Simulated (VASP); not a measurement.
# MnO (Fm-3m) in VASP: single point with PBE+U

Aim: the single point of MnO with PBE+U.

Everything below comes from runs of VASP 6.6.1. Logs are shortened: lines on timing, memory, paths and dates and some standing lists are left out, and cuts for length are marked.

## Step 1: The cell of the first run

Symmetry: Fm-3m, No. 225, cubic system. The conventional cell has a = 4.444 Å, b = 4.444 Å, c = 4.444 Å, α = 90.00°, β = 90.00°, γ = 90.00°. Within 2.9 Å of Mn (site symmetry m-3m) lie 6 O at 2.22 Å. Within 2.9 Å of O (site symmetry m-3m) lie 6 Mn at 2.22 Å.

## Step 2: Single point, PBE+U, non-collinear spin, typed start, spin-orbit coupling

The input, INCAR:

```
SYSTEM = MnO
PREC     = Accurate       ! precision mode
ENCUT    = 520            ! plane-wave cutoff, eV
EDIFF    = 1E-6           ! SCF threshold, eV
ISMEAR   = 0              ! smearing method
SIGMA    = 0.05           ! smearing width, eV
LREAL    = .False.        ! projectors in reciprocal space
LASPH    = .True.         ! aspherical terms in the spheres
NELM     = 150            ! most SCF steps
ALGO     = Normal         ! electronic algorithm
ISIF     = 2              ! what is computed and relaxed
LWAVE    = .False.        ! write WAVECAR
LCHARG   = .False.        ! write CHGCAR
MAGMOM   = 2.887 2.887 2.887 0 0 0 ! initial moments
LORBIT   = 11             ! projections on sites
LSORBIT  = .True.         ! spin-orbit coupling
GGA_COMPAT= .False.      
LORBMOM  = .True.       
LMAXMIX  = 4              ! l up to which the mixer works
LDAU     = .True.         ! DFT+U
LDAUTYPE = 2            
LDAUL    = 2 -1           ! shell
LDAUU    = 1 0            ! U, eV
LDAUJ    = 0 0          
LDAUPRINT= 1            
GGA      = PE             ! functional
NBANDS   = 31             ! bands
```

The input, KPOINTS:

```
Automatic mesh
0
Gamma
  7 7 7
  0 0 0
```

The input, POSCAR:

```
MnO
1.0
    0.0000000000      2.2220003300      2.2220003300
    2.2220003300      0.0000000000      2.2220003300
    2.2220003300      2.2220003300      0.0000000000
Mn O
1 1
Direct
    0.0000000000      0.0000000000      0.0000000000
    0.5000000000      0.5000000000      0.5000000000
```

Potentials or basis: VASP PAW PBE potentials, release 64 (Mn_pv, O).

On the command line:

```
cat potpaw_PBE.64/Mn_pv/POTCAR potpaw_PBE.64/O/POTCAR > POTCAR
mpirun -np 1 vasp_ncl > vasp.out
```

OUTCAR:

```text
SYSTEM = MnO
   PREC = Accurate
   ENCUT = 520
   EDIFF = 1E-6
   ISMEAR = 0
   LREAL = .False.
   LASPH = .True.
   NELM = 150
   ISIF = 2
   LORBIT = 11
   LSORBIT = .True.
   GGA = PE

 ion  position               nearest neighbor table
   1  0.000  0.000  0.000-   2 2.22   2 2.22   2 2.22   2 2.22   2 2.22   2 2.22
   2  0.500  0.500  0.500-   1 2.22   1 2.22   1 2.22   1 2.22   1 2.22   1 2.22

  LATTYP: Found a face centered cubic cell.
 ALAT       =     4.4440006600

  Lattice vectors:

 A1 = (   0.0000000000,   2.2220003300,   2.2220003300)
 A2 = (   2.2220003300,   0.0000000000,   2.2220003300)
 A3 = (   2.2220003300,   2.2220003300,   0.0000000000)

Analysis of symmetry for initial positions (statically):
=====================================================================
 Subroutine PRICEL returns:
 Original cell was already a primitive cell.

 Routine SETGRP: Setting up the symmetry group for a
 face centered cubic supercell.

 Subroutine GETGRP returns: Found 48 space group operations
 (whereof 48 operations were pure point group operations)
 out of a pool of 48 trial point group operations.

The static configuration has the point symmetry O_h .

Analysis of symmetry for dynamics (positions and initial velocities):
=====================================================================
 Subroutine PRICEL returns:
 Original cell was already a primitive cell.

 Routine SETGRP: Setting up the symmetry group for a
 face centered cubic supercell.

 Subroutine GETGRP returns: Found 48 space group operations
 (whereof 48 operations were pure point group operations)
 out of a pool of 48 trial point group operations.

The dynamic configuration has the point symmetry O_h .

Analysis of structural, dynamic, and magnetic symmetry:
=====================================================================
 Subroutine PRICEL returns:
 Original cell was already a primitive cell.

 Routine SETGRP: Setting up the symmetry group for a
 face centered cubic supercell.

 Subroutine GETGRP returns: Found  6 space group operations
 (whereof  6 operations were pure point group operations)
 out of a pool of 48 trial point group operations.

The overall configuration has the point symmetry S_6 .

 Subroutine INISYM returns: Found  6 space group operations
 (whereof  6 operations are pure point group operations),
 and found     1 'primitive' translations

----------------------------------------------------------------------------------------

                                     Primitive cell

  volume of cell :      21.9413

  direct lattice vectors                    reciprocal lattice vectors
     0.000000000  2.222000330  2.222000330    -0.225022469  0.225022469  0.225022469
     2.222000330  0.000000000  2.222000330     0.225022469 -0.225022469  0.225022469
     2.222000330  2.222000330  0.000000000     0.225022469  0.225022469 -0.225022469

  length of vectors
     3.142383002  3.142383002  3.142383002     0.389750349  0.389750349  0.389750349

  position of ions in fractional coordinates (direct lattice)
     0.000000000  0.000000000  0.000000000
     0.500000000  0.500000000  0.500000000

  ion indices of the primitive-cell ions
   primitive index   ion index
                 1           1
                 2           2

----------------------------------------------------------------------------------------

 KPOINTS: Automatic mesh

Automatic generation of k-mesh.
 Grid dimensions read from file:
 generate k-points for:    7    7    7

 Generating k-lattice:

  Cartesian coordinates                     Fractional coordinates (reciprocal lattice)
    -0.032146067  0.032146067  0.032146067     0.142857143  0.000000000  0.000000000
     0.032146067 -0.032146067  0.032146067     0.000000000  0.142857143  0.000000000
     0.032146067  0.032146067 -0.032146067     0.000000000  0.000000000  0.142857143

  Length of vectors
[... 145 lines left out ...]
 number of electron      18.9999992 magnetization       2.8657645      2.8657645      2.8657645

 Free energy of the ion-electron system (eV)
  ---------------------------------------------------
  ext. energy  EPLUGINS =         0.00000000
  ---------------------------------------------------
  free energy    TOTEN  =       -16.12530830 eV

  energy without entropy =      -16.12430152  energy(sigma->0) =      -16.12480491

 E-fermi :   7.4585     XC(G=0): -11.8378

 val. band max:        7.4453284573   @ k =   0.4286   0.4286   0.4286
 cond. band min:       7.7009387106   @ k =  -0.4286   0.4286   0.0000
 fundamental gap:      0.2556102532
 Fermi energy:         7.4585428004

 k-point     1 :       0.0000    0.0000    0.0000
  band No.  band energies     occupation
      1     -43.3128      1.00000
      2     -42.9076      1.00000
      3     -42.4143      1.00000
      4     -38.3257      1.00000
      5     -37.9245      1.00000
      6     -37.5756      1.00000
[... 805 lines left out ...]
     30      20.1377      0.00000
     31      20.8104      0.00000

 [... further k-points ...]

------------------------ aborting loop because EDIFF is reached ----------------------------------------

  FORCE on cell =-STRESS in cart. coord.  units (eV):
  Direction    XX          YY          ZZ          XY          YZ          ZX
  --------------------------------------------------------------------------------------
  -------------------------------------------------------------------------------------
  Total        0.7084787      0.7084787      0.7084787      0.0000833      0.0000833      0.0000833
  in kB       51.7338746     51.7338746     51.7338746      0.0060805      0.0060805      0.0060805
  external PRESSURE =      51.7338746 kB  Pullay stress =       0.0000000 kB

 VOLUME and BASIS-vectors are now :
 -----------------------------------------------------------------------------
  energy-cutoff  :      520.00
  volume of cell :       21.94
      direct lattice vectors                 reciprocal lattice vectors
     0.000000000  2.222000330  2.222000330    -0.225022469  0.225022469  0.225022469
     2.222000330  0.000000000  2.222000330     0.225022469 -0.225022469  0.225022469
     2.222000330  2.222000330  0.000000000     0.225022469  0.225022469 -0.225022469

 POSITION                                       TOTAL-FORCE (eV/Angst)
 -----------------------------------------------------------------------------------
      0.00000      0.00000      0.00000        -0.000000     -0.000000     -0.000000
      2.22200      2.22200      2.22200         0.000000      0.000000      0.000000
 -----------------------------------------------------------------------------------
    total drift:                               -0.000000     -0.000000     -0.000000

  FREE ENERGIE OF THE ION-ELECTRON SYSTEM (eV)
  ---------------------------------------------------
  free  energy   TOTEN  =       -16.1253082986 eV

  energy  without entropy=      -16.1243015191  energy(sigma->0) =      -16.12480491

 orbital moment (x)

 # of ion     p       d       tot
 ----------------------------------------
  1        -0.000   0.000   0.000
  2         0.000   0.000   0.000
 ----------------------------------------
            0.000   0.000   0.000

 orbital moment (y)

 # of ion     p       d       tot
 ----------------------------------------
  1        -0.000   0.000   0.000
  2         0.000   0.000   0.000
 ----------------------------------------
            0.000   0.000   0.000

 orbital moment (z)

 # of ion     p       d       tot
 ----------------------------------------
  1        -0.000   0.000   0.000
  2         0.000   0.000   0.000
 ----------------------------------------
            0.000   0.000   0.000

 Spin-Orbit-Coupling matrix elements

 Ion:    1  E_soc:     -0.0274310
 l=   1
     0.0000000    -0.0035892    -0.0035892
    -0.0035892     0.0000000    -0.0035892
    -0.0035892    -0.0035892     0.0000000
 l=   2
     0.0000000    -0.0001839     0.0000000    -0.0001839    -0.0007988
    -0.0001839     0.0000000    -0.0005991    -0.0001839    -0.0001997
     0.0000000    -0.0005991     0.0000000    -0.0005991     0.0000000
    -0.0001839    -0.0001839    -0.0005991     0.0000000    -0.0001997
    -0.0007988    -0.0001997     0.0000000    -0.0001997     0.0000000
 l=   3
     0.0000000     0.0000000     0.0000000     0.0000000     0.0000000     0.0000000     0.0000000
     0.0000000     0.0000000     0.0000000     0.0000000     0.0000000     0.0000000     0.0000000
     0.0000000     0.0000000     0.0000000     0.0000000     0.0000000     0.0000000     0.0000000
     0.0000000     0.0000000     0.0000000     0.0000000     0.0000000     0.0000000     0.0000000
     0.0000000     0.0000000     0.0000000     0.0000000     0.0000000     0.0000000     0.0000000
     0.0000000     0.0000000     0.0000000     0.0000000     0.0000000     0.0000000     0.0000000
     0.0000000     0.0000000     0.0000000     0.0000000     0.0000000     0.0000000     0.0000000

 Ion:    2  E_soc:     -0.0001485
 l=   1
     0.0000000    -0.0000248    -0.0000248
    -0.0000248     0.0000000    -0.0000248
    -0.0000248    -0.0000248     0.0000000
 l=   2
     0.0000000     0.0000000     0.0000000     0.0000000     0.0000000
     0.0000000     0.0000000     0.0000000     0.0000000     0.0000000
     0.0000000     0.0000000     0.0000000     0.0000000     0.0000000
     0.0000000     0.0000000     0.0000000     0.0000000     0.0000000
     0.0000000     0.0000000     0.0000000     0.0000000     0.0000000
 l=   3
     0.0000000     0.0000000     0.0000000     0.0000000     0.0000000     0.0000000     0.0000000
     0.0000000     0.0000000     0.0000000     0.0000000     0.0000000     0.0000000     0.0000000
     0.0000000     0.0000000     0.0000000     0.0000000     0.0000000     0.0000000     0.0000000
     0.0000000     0.0000000     0.0000000     0.0000000     0.0000000     0.0000000     0.0000000
     0.0000000     0.0000000     0.0000000     0.0000000     0.0000000     0.0000000     0.0000000
     0.0000000     0.0000000     0.0000000     0.0000000     0.0000000     0.0000000     0.0000000
     0.0000000     0.0000000     0.0000000     0.0000000     0.0000000     0.0000000     0.0000000

 total charge

# of ion       s       p       d       tot
------------------------------------------
    1        0.206   6.180   4.966  11.352
    2        1.559   3.435   0.000   4.993
--------------------------------------------------
tot          1.764   9.615   4.966  16.345

 magnetization (x)

# of ion       s       p       d       tot
------------------------------------------
    1        0.020   0.015   2.563   2.598
    2        0.017   0.106   0.000   0.123
--------------------------------------------------
tot          0.037   0.121   2.563   2.721

 magnetization (y)

# of ion       s       p       d       tot
------------------------------------------
    1        0.020   0.015   2.563   2.598
    2        0.017   0.106   0.000   0.123
--------------------------------------------------
tot          0.037   0.121   2.563   2.721

 magnetization (z)

# of ion       s       p       d       tot
------------------------------------------
    1        0.020   0.015   2.563   2.598
    2        0.017   0.106   0.000   0.123
--------------------------------------------------
tot          0.037   0.121   2.563   2.721
```

It took 2.4 min on 1 thread of AMD EPYC 7R13, shared host; peak memory 0.2 GiB.

What came out:

```yaml
Free_energy: -16.1253 eV
Pressure: 5.2 GPa
Net_moment: 4.96 μB per cell
Valence_electrons_inside_the_program's_atomic_spheres: Mn 11.35; O 4.99
```

Moments on the atoms (μB; x, y, z):
```
Mn  2.60 2.60 2.60
O   0.12 0.12 0.12
```

Caveat: the cell stands under pressure; a cell with one magnetic atom can't hold antiferromagnetic order, which such compounds often take. The state reached can hang on the start; a lower one may exist.
